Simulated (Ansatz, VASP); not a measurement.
One calculation of EuS, two programs

```
CELL_PARAMETERS angstrom
0.00000 3.01295 3.01295
3.01295 0.00000 3.01295
3.01295 3.01295 0.00000
ATOMIC_POSITIONS crystal
Eu 0.00000 0.00000 0.00000
S 0.50000 0.50000 0.50000
```

Alike in both runs: task single point; functional PBE; k mesh 8 × 8 × 8; occupations gaussian, width 0.05 eV; collinear spin; Hubbard terms Eu f U = 6.0 eV.

```csv
,VASP,Ansatz
version,VASP 6.6.1,Ansatz 0.2.0
potentials or method,"VASP PAW PBE potentials, release 64 (Eu, S), cutoff 600 eV","scalar-relativistic, plane waves, PAW"
valence electrons in the cell,23,23
```

```tsv
	VASP	Ansatz	Ansatz less VASP
gap on the k mesh at the Fermi level (eV)	0.60	0.88	+0.278
least direct gap on the mesh (eV)	0.87	1.29	+0.429
pressure (GPa)	-0.6	-0.9	-0.30
net moment per atom (μB)	3.50	3.50	0.000
size of the moment on the site where the two differ most (μB)	6.72	6.88	+0.151
```

Site moments also hang on the region over which each program counts them. The programs project onto different local orbitals, so the same U acts differently, and such runs can settle in different states.

Neither program's run includes spin-orbit coupling.
